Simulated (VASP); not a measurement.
# HoNb2As3 (P4/mmm) in VASP: single point with PBE

Aim: the single point of HoNb2As3 with PBE.

Program: VASP 6.6.1. These are calculated values, not measurements. Logs are shortened: lines on timing, memory, paths and dates and some standing lists are left out, and cuts for length are marked.

### Step 1. The cell of the first run

It takes space group P4/mmm (No. 123, tetragonal). The conventional cell has a = 3.586 Å, b = 3.586 Å, c = 9.499 Å, α = 90.00°, β = 90.00°, γ = 90.00°. Ho (site symmetry 4/mmm) has 2 As at 2.93 Å and 8 Nb at 3.32 Å and 4 Ho at 3.59 Å within 3.9 Å. Nb (site symmetry 4mm) has 5 As at 2.60 to 2.65 Å and 4 Ho at 3.32 Å within 3.4 Å. As (site symmetry 4mm) has 4 Nb at 2.65 Å and 1 Ho at 2.93 Å and 9 As at 3.12 to 3.64 Å within 3.7 Å. As (site symmetry 4/mmm) has 2 Nb at 2.60 Å and 8 As at 3.12 Å within 3.4 Å.

The cell was generated, and may not be a known phase.

### Step 2. Single point, PBE, collinear spin

The input, INCAR:

```
SYSTEM = HoNb2As3
PREC     = Accurate       ! precision mode
ENCUT    = 500            ! plane-wave cutoff, eV
EDIFF    = 1E-6           ! SCF threshold, eV
ISMEAR   = 0              ! smearing method
SIGMA    = 0.1            ! smearing width, eV
LREAL    = .False.        ! projectors in reciprocal space
LASPH    = .True.         ! aspherical terms in the spheres
NELM     = 200            ! most SCF steps
ALGO     = Normal         ! electronic algorithm
ISIF     = 2              ! what is computed and relaxed
LWAVE    = .False.        ! write WAVECAR
LCHARG   = .False.        ! write CHGCAR
ISPIN    = 2              ! spin polarisation
MAGMOM   = 0 1 1 0 0 0    ! initial moments
LORBIT   = 11             ! projections on sites
LMAXMIX  = 6              ! l up to which the mixer works
GGA      = PE             ! functional
NBANDS   = 38             ! bands
GGA_COMPAT= .False.
```

The input, KPOINTS:

```
Automatic mesh
0
Gamma
  6 6 2
  0 0 0
```

The input, POSCAR:

```
HoNb2As3
1.0
    3.5856030055      0.0000000000      0.0000000000
    0.0000000000      3.5856030055      0.0000000000
    0.0000000000      0.0000000000      9.4986926283
Ho Nb As
1 2 3
Direct
    0.0000000000      0.0000000000      0.0000000000
    0.5000000000      0.5000000000      0.7738587828
    0.5000000000      0.5000000000      0.2261412172
    0.0000000000      0.0000000000      0.6916023908
    0.0000000000      0.0000000000      0.3083976092
    0.5000000000      0.5000000000      0.5000000000
```

Potentials or basis: VASP PAW PBE potentials, release 64 (Ho_3, Nb_sv, As), 4f in core.

Command:

```bash
$ cat potpaw_PBE.64/Ho_3/POTCAR potpaw_PBE.64/Nb_sv/POTCAR potpaw_PBE.64/As/POTCAR > POTCAR
$ mpirun -np 1 vasp_std > vasp.out
```

OUTCAR:

```text
SYSTEM = HoNb2As3
   PREC = Accurate
   ENCUT = 500
   EDIFF = 1E-6
   ISMEAR = 0
   LREAL = .False.
   LASPH = .True.
   NELM = 200
   ISIF = 2
   ISPIN = 2
   LORBIT = 11
   GGA = PE

 ion  position               nearest neighbor table
   1  0.000  0.000  0.000-   4 2.93   5 2.93   2 3.32   3 3.32   2 3.32   3 3.32   2 3.32   3 3.32
                             2 3.32   3 3.32
   2  0.500  0.500  0.774-   6 2.60   4 2.65   4 2.65   4 2.65   4 2.65   1 3.32   1 3.32   1 3.32
                             1 3.32
   3  0.500  0.500  0.226-   6 2.60   5 2.65   5 2.65   5 2.65   5 2.65   1 3.32   1 3.32   1 3.32
                             1 3.32
   4  0.000  0.000  0.692-   2 2.65   2 2.65   2 2.65   2 2.65   1 2.93
   5  0.000  0.000  0.308-   3 2.65   3 2.65   3 2.65   3 2.65   1 2.93
   6  0.500  0.500  0.500-   2 2.60   3 2.60

  LATTYP: Found a simple tetragonal cell.
 ALAT       =     3.5856030055
 C/A-ratio  =     2.6491199984

  Lattice vectors:

 A1 = (   3.5856030055,   0.0000000000,   0.0000000000)
 A2 = (   0.0000000000,   3.5856030055,   0.0000000000)
 A3 = (   0.0000000000,   0.0000000000,   9.4986926283)

Analysis of symmetry for initial positions (statically):
=====================================================================
 Subroutine PRICEL returns:
 Original cell was already a primitive cell.

 Routine SETGRP: Setting up the symmetry group for a
 simple tetragonal supercell.

 Subroutine GETGRP returns: Found 16 space group operations
 (whereof 16 operations were pure point group operations)
 out of a pool of 16 trial point group operations.

The static configuration has the point symmetry D_4h.

Analysis of symmetry for dynamics (positions and initial velocities):
=====================================================================
 Subroutine PRICEL returns:
 Original cell was already a primitive cell.

 Routine SETGRP: Setting up the symmetry group for a
 simple tetragonal supercell.

 Subroutine GETGRP returns: Found 16 space group operations
 (whereof 16 operations were pure point group operations)
 out of a pool of 16 trial point group operations.

The dynamic configuration has the point symmetry D_4h.

Analysis of structural, dynamic, and magnetic symmetry:
=====================================================================
 Subroutine PRICEL returns:
 Original cell was already a primitive cell.

 Routine SETGRP: Setting up the symmetry group for a
 simple tetragonal supercell.

 Subroutine GETGRP returns: Found 16 space group operations
 (whereof 16 operations were pure point group operations)
 out of a pool of 16 trial point group operations.

The overall configuration has the point symmetry D_4h.

 Subroutine INISYM returns: Found 16 space group operations
 (whereof 16 operations are pure point group operations),
 and found     1 'primitive' translations

----------------------------------------------------------------------------------------

                                     Primitive cell

  volume of cell :     122.1204

  direct lattice vectors                    reciprocal lattice vectors
     3.585603005  0.000000000  0.000000000     0.278893117  0.000000000  0.000000000
     0.000000000  3.585603005  0.000000000     0.000000000  0.278893117  0.000000000
     0.000000000  0.000000000  9.498692628     0.000000000  0.000000000  0.105277646

  length of vectors
     3.585603005  3.585603005  9.498692628     0.278893117  0.278893117  0.105277646

  position of ions in fractional coordinates (direct lattice)
     0.000000000  0.000000000  0.000000000
     0.500000000  0.500000000  0.773858783
     0.500000000  0.500000000  0.226141217
     0.000000000  0.000000000  0.691602391
     0.000000000  0.000000000  0.308397609
     0.500000000  0.500000000  0.500000000

  ion indices of the primitive-cell ions
   primitive index   ion index
                 1           1
                 2           2
                 3           3
                 4           4
                 5           5
                 6           6

----------------------------------------------------------------------------------------

 KPOINTS: Automatic mesh

Automatic generation of k-mesh.
 Grid dimensions read from file:
 generate k-points for:    6    6    2

 Generating k-lattice:

  Cartesian coordinates                     Fractional coordinates (reciprocal lattice)
     0.046482186  0.000000000  0.000000000     0.166666667  0.000000000  0.000000000
     0.000000000  0.046482186  0.000000000     0.000000000  0.166666667  0.000000000
     0.000000000  0.000000000  0.052638823     0.000000000  0.000000000  0.500000000

  Length of vectors
     0.046482186  0.046482186  0.052638823

  Shift w.r.t. Gamma in fractional coordinates (k-lattice)
     0.000000000  0.000000000  0.000000000

 Subroutine IBZKPT returns following result:
 ===========================================

 Found     20 irreducible k-points:

 Following reciprocal coordinates:
            Coordinates               Weight
  0.000000  0.000000  0.000000      1.000000
  0.166667  0.000000  0.000000      4.000000
  0.333333  0.000000  0.000000      4.000000
  0.500000  0.000000  0.000000      2.000000
  0.166667  0.166667  0.000000      4.000000
  0.333333  0.166667  0.000000      8.000000
[... 12 lines left out ...]
  0.500000  0.333333  0.500000      4.000000
  0.500000  0.500000  0.500000      1.000000
   k-points           NKPTS =     20   k-points in BZ     NKDIM =     20   number of bands    NBANDS=     38
   number of dos      NEDOS =    301   number of ions     NIONS =      6
   total plane-waves  NPLWV =  54880
   dimension x,y,z NGX =    28 NGY =   28 NGZ =   70
   dimension x,y,z NGXF=    56 NGYF=   56 NGZF=  140
   ions per type =               1   2   3
   NGX,Y,Z   is equivalent  to a cutoff of  12.98, 12.98, 12.25 a.u.
   NGXF,Y,Z  is equivalent  to a cutoff of  25.96, 25.96, 24.50 a.u.
 SYSTEM =  HoNb2As3
   PREC   = accura    normal or accurate (medium, high low for compatibility)
   ISTART =      0    job   : 0-new  1-cont  2-samecut
   ICHARG =      2    charge: 1-file 2-atom 10-const
   ISPIN  =      2    spin polarized calculation?
   LNONCOLLINEAR =      F non collinear calculations
   LSORBIT =      F    spin-orbit coupling
   LASPH  =      T    aspherical Exc in radial PAW
   ENCUT  =  500.0 eV  36.75 Ry    6.06 a.u.   6.54  6.54 17.32*2*pi/ulx,y,z
   NELM   =    200;   NELMIN=  2; NELMDL= -5     # of ELM steps
   EDIFF  = 0.1E-05   stopping-criterion for ELM
   LREAL  =      F    real-space projection
[... 7 lines left out ...]
   TEBEG  =    0.0;   TEEND  =   0.0 temperature during run
   PSTRESS=    0.0 pullay stress
   NELECT =      50.0000    total number of electrons
   NUPDOWN=      -1.0000    fix difference up-down
   EMIN   =  10.00;   EMAX   =-10.00  energy-range for DOS
   EFERMI =   0.00;   METHOD = LEGACY
   ISMEAR =     0;   SIGMA  =   0.10  broadening in eV -4-tet -1-fermi 0-gaus
   EFERMI_NEDOS =   21; number of points for ismear=-14 and -15
   IALGO  =     38    algorithm
   IMIX   =      4    mixing-type and parameters
     AMIX     =   0.40;   BMIX     =  1.00
     AMIX_MAG =   1.60;   BMIX_MAG =  1.00
  volume/ion in A,a.u.               =      20.35       137.35
  Fermi-wavevector in a.u.,A,eV,Ry     =   1.215632  2.297211 20.106158  1.477761
  Thomas-Fermi vector in A             =   2.351012
   LORBIT       =     11    0 simple, 1 ext, 2 COOP (PROOUT), +10 PAW based schemes
   GGA     = PE    functional components
   LHFCALC =     F    Hartree Fock is set to
   AEXX    =    0.0000 exact exchange contribution
   IVDW    =     0    specifies the selected vdW correction
   LEPSILON=     F    determine dielectric tensor
   LRPA    =     F    only Hartree local field effects (RPA)
 spin polarized calculation
 Gauss-broadening in eV      SIGMA  =   0.10
  energy-cutoff  :      500.00
  volume of cell :      122.12
 maximum number of plane-waves:      3131
 NGX is ok and might be reduce to    28
   NGX = 13   NGY = 13   NGZ = 35

 number of electron      50.0000001 magnetization       0.0023669

 Free energy of the ion-electron system (eV)
  ---------------------------------------------------
  ext. energy  EPLUGINS =         0.00000000
  ---------------------------------------------------
  free energy    TOTEN  =       -39.99887498 eV

  energy without entropy =      -39.96927757  energy(sigma->0) =      -39.98407628

 E-fermi :   7.1847     XC(G=0): -11.0839

 val. band max:        7.1844137226   @ k =   0.1667   0.0000   0.0000
 cond. band min:       7.1850430167   @ k =   0.1667   0.0000   0.0000
 fundamental gap:      0.0006292941
 Fermi energy:         7.1847418120

 spin component 1

 k-point     1 :       0.0000    0.0000    0.0000
  band No.  band energies     occupation
      1     -47.9962      1.00000
      2     -47.9962      1.00000
      3     -24.0746      1.00000
      4     -24.0697      1.00000
      5     -24.0543      1.00000
      6     -24.0543      1.00000
[... 29 lines left out ...]
     36      10.7754      0.00000
     37      12.4191      0.00000

 k-point     2 :       0.1667    0.0000    0.0000
  band No.  band energies     occupation
      1     -47.9945      1.00000
      2     -47.9945      1.00000
      3     -24.0882      1.00000
      4     -24.0870      1.00000
      5     -24.0710      1.00000
      6     -24.0657      1.00000
[... 29 lines left out ...]
     36      11.6093      0.00000
     37      12.1219      0.00000
[... 678 lines left out ...]
     36      12.5200      0.00000
     37      12.6931      0.00000

 k-point    20 :       0.5000    0.5000    0.5000
  band No.  band energies     occupation
      1     -47.9824      1.00000
      2     -47.9822      1.00000
      3     -24.1611      1.00000
      4     -24.1611      1.00000
      5     -24.1590      1.00000
      6     -24.1590      1.00000
[... 29 lines left out ...]
     36      12.9023      0.00000
     37      12.9023      0.00000
 Fermi energy:         7.1847418120

 spin component 2

 k-point     1 :       0.0000    0.0000    0.0000
  band No.  band energies     occupation
      1     -47.9959      1.00000
      2     -47.9959      1.00000
      3     -24.0740      1.00000
      4     -24.0691      1.00000
      5     -24.0539      1.00000
      6     -24.0539      1.00000
[... 29 lines left out ...]
     36      10.7756      0.00000
     37      12.4241      0.00000

 k-point     2 :       0.1667    0.0000    0.0000
  band No.  band energies     occupation
      1     -47.9942      1.00000
      2     -47.9941      1.00000
      3     -24.0878      1.00000
      4     -24.0867      1.00000
      5     -24.0705      1.00000
      6     -24.0652      1.00000
[... 29 lines left out ...]
     36      11.6096      0.00000
     37      12.1222      0.00000
[... 678 lines left out ...]
     36      12.5205      0.00000
     37      12.6938      0.00000

 k-point    20 :       0.5000    0.5000    0.5000
  band No.  band energies     occupation
      1     -47.9820      1.00000
      2     -47.9818      1.00000
      3     -24.1607      1.00000
      4     -24.1607      1.00000
      5     -24.1586      1.00000
      6     -24.1586      1.00000
[... 29 lines left out ...]
     36      12.9027      0.00000
     37      12.9027      0.00000
 [bands above 37 left out]

------------------------ aborting loop because EDIFF is reached ----------------------------------------

  FORCE on cell =-STRESS in cart. coord.  units (eV):
  Direction    XX          YY          ZZ          XY          YZ          ZX
  --------------------------------------------------------------------------------------
  -------------------------------------------------------------------------------------
  Total        0.2673754      0.2673754      0.2874157      0.0000000      0.0000000      0.0000000
  in kB        3.5078728      3.5078728      3.7707944      0.0000000      0.0000000      0.0000000
  external PRESSURE =       3.5955134 kB  Pullay stress =       0.0000000 kB

 VOLUME and BASIS-vectors are now :
 -----------------------------------------------------------------------------
  energy-cutoff  :      500.00
  volume of cell :      122.12
      direct lattice vectors                 reciprocal lattice vectors
     3.585603005  0.000000000  0.000000000     0.278893117  0.000000000  0.000000000
     0.000000000  3.585603005  0.000000000     0.000000000  0.278893117  0.000000000
     0.000000000  0.000000000  9.498692628     0.000000000  0.000000000  0.105277646

 POSITION                                       TOTAL-FORCE (eV/Angst)
 -----------------------------------------------------------------------------------
      0.00000      0.00000      0.00000        -0.000000      0.000000      0.000000
      1.79280      1.79280      7.35065         0.000000     -0.000000     -0.004511
      1.79280      1.79280      2.14805        -0.000000     -0.000000      0.004511
      0.00000      0.00000      6.56932        -0.000000      0.000000     -0.053283
      0.00000      0.00000      2.92937        -0.000000      0.000000      0.053283
      1.79280      1.79280      4.74935        -0.000000      0.000000      0.000000
 -----------------------------------------------------------------------------------
    total drift:                                0.000000      0.000000     -0.000000

  FREE ENERGIE OF THE ION-ELECTRON SYSTEM (eV)
  ---------------------------------------------------
  free  energy   TOTEN  =       -39.9988749835 eV

  energy  without entropy=      -39.9692775717  energy(sigma->0) =      -39.98407628

 total charge

# of ion       s       p       d       tot
------------------------------------------
    1        0.422   6.712   1.149   8.283
    2        2.155   5.995   2.477  10.628
    3        2.155   5.995   2.477  10.628
    4        1.229   1.514   0.065   2.808
    5        1.229   1.514   0.065   2.808
    6        1.291   1.348   0.044   2.683
--------------------------------------------------
tot          8.480  23.080   6.279  37.839

 magnetization (x)

# of ion       s       p       d       tot
------------------------------------------
    1       -0.000   0.000   0.000   0.000
    2        0.000   0.000   0.000   0.001
    3        0.000   0.000   0.000   0.001
    4        0.000  -0.000   0.000  -0.000
    5        0.000  -0.000   0.000  -0.000
    6       -0.000  -0.000   0.000  -0.000
--------------------------------------------------
tot          0.000   0.000   0.001   0.001
```

Wall time 4.2 min (1 thread of AMD EPYC 7R13 (Zen 3), shared host); peak memory 0.32 GiB.

Results:

- Free energy: -39.9989 eV
- Pressure: 0.4 GPa
- Largest force: 0.053 eV/Å
- Band gap on the k mesh: zero (filled and empty bands overlap)
- Net moment: 0.00 μB per cell
- Valence electrons inside the program's atomic spheres: Ho 8.28; Nb 10.63; As 2.81, 2.68 (each value once)

Forces in eV/Å, atoms in the order of the input:
```
Ho   0.000  0.000  0.000
Nb   0.000  0.000 -0.005
Nb   0.000  0.000  0.005
As   0.000  0.000 -0.053
As   0.000  0.000  0.053
As   0.000  0.000  0.000
```

Caveat: the magnetic or orbital state may not be the lowest; the moments typed at the start vanished in this run; spin-orbit coupling is left out, which moves the levels of the heavy elements; the 4f electrons are frozen in the core, so they carry no moment and show no levels.
